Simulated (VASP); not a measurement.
# CaO: single point with PBEsol+D3(BJ)

The system is CaO.

```
Ca O
1.0
     0.00000    2.36110    2.36110
     2.36110    0.00000    2.36110
     2.36110    2.36110    0.00000
Ca O
1 1
Direct
  0.00000 0.00000 0.00000
  0.50000 0.50000 0.50000
```

```
Program                : VASP 6.6.1
Task                   : single point
Functional             : PBEsol
Dispersion             : D3(BJ)
Potentials or basis    : VASP PAW PBE potentials, release 64 (Ca_sv, O)
Cutoff                 : 520 eV
k mesh                 : 10 × 10 × 10
Occupations            : fermi-dirac, width 0.05 eV
Spin                   : no spin polarisation
Dipole correction      : no
Further INCAR settings : ALGO = Normal; EDIFF = 1e-06; NBANDS = 15
```

The pressure is 0.7 GPa, the band gap on the k mesh is 3.50 eV, indirect (least direct gap 3.87 eV) and the dispersion energy per atom is -0.278 eV.

Levels at points of the mesh, in eV from the valence-band top:
```tsv
k point	band 5	band 6	band 7	band 8	band 9	band 10	band 11	band 12
(0.00, 0.00, 0.00)	-15.55	0.00	0.00	0.00	5.00	6.31	6.31	6.31
(0.50, 0.00, 0.00)	-14.07	-2.82	-1.33	-1.33	7.26	8.66	8.66	8.74
(0.50, 0.50, 0.00)	-15.31	-1.29	-0.36	-0.36	3.50	8.44	9.23	9.95
```

Wall time 15 s on 1 thread of AMD EPYC 9R45 96-Core Processor (Zen 5), on a shared host, peak memory 0.15 GiB.

Caveat: the PAW data sets were made with another functional, which shifts forces and pressure a little. A k mesh can miss the band edges.
